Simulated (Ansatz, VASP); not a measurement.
# Sr: VASP beside Ansatz

The input INCAR:

```
SYSTEM = Sr
PREC = Accurate ; ENCUT = 520
EDIFF = 1E-8 ; ISMEAR = -1
SIGMA = 0.08 ; LREAL = .FALSE.
LASPH = .TRUE. ; NELM = 60
ALGO = Normal ; ISIF = 2
LWAVE = .FALSE. ; LCHARG = .FALSE.
GGA = CA ; LEFG = .TRUE.
NBANDS = 11
```

File KPOINTS:

```
regular mesh
0
G
  10 10 10
  0 0 0
```

Contents of POSCAR:

```
Sr
1.0
    0.0000000000      3.1020190703      3.1020190703
    3.1020190703      0.0000000000      3.1020190703
    3.1020190703      3.1020190703      0.0000000000
Sr
1
Direct
    0.0000000000      0.0000000000      0.0000000000
```

Input for Ansatz:

```yaml
crystal:
  lattice:
    - [0.0, 3.1020190703, 3.1020190703]
    - [3.1020190703, 0.0, 3.1020190703]
    - [3.1020190703, 3.1020190703, 0.0]
  atoms:
    - { symbol: Sr, position: [0.0, 0.0, 0.0] }
kpoints:
  mp_grid: { grid: [10, 10, 10] }
scf:
  occupations: { method: fermi_dirac, width: 0.08 }
hamiltonian:
  xc: lda
  pseudopotentials: { kind: all_electron, datasets: crystal }
output:
  forces: true
  stress: true
  eigenvalues: true
  efg: { contact_densities: true }
```

Change from the starting cell: volume scaled by 1.06, crystal datasets.

Alike in both runs: task electric field gradients; functional LDA; k mesh 10 × 10 × 10; occupations fermi-dirac, width 0.08 eV; no spin polarisation.

```csv
,VASP,Ansatz
version,VASP 6.6.1,Ansatz 0.2.0
potentials or method,"VASP PAW LDA potentials, release 64 (Sr_sv), cutoff 520 eV","all-electron PAW with datasets made for the crystal, scalar-relativistic"
```

```tsv
	VASP	Ansatz	Ansatz less VASP
pressure (GPa)	-2.0	-2.0	+0.01
```

LDA's correlation is that of Perdew and Zunger in VASP and of Perdew and Wang (1992) in Ansatz. Ansatz ran all-electron here, and VASP with PAW potentials.
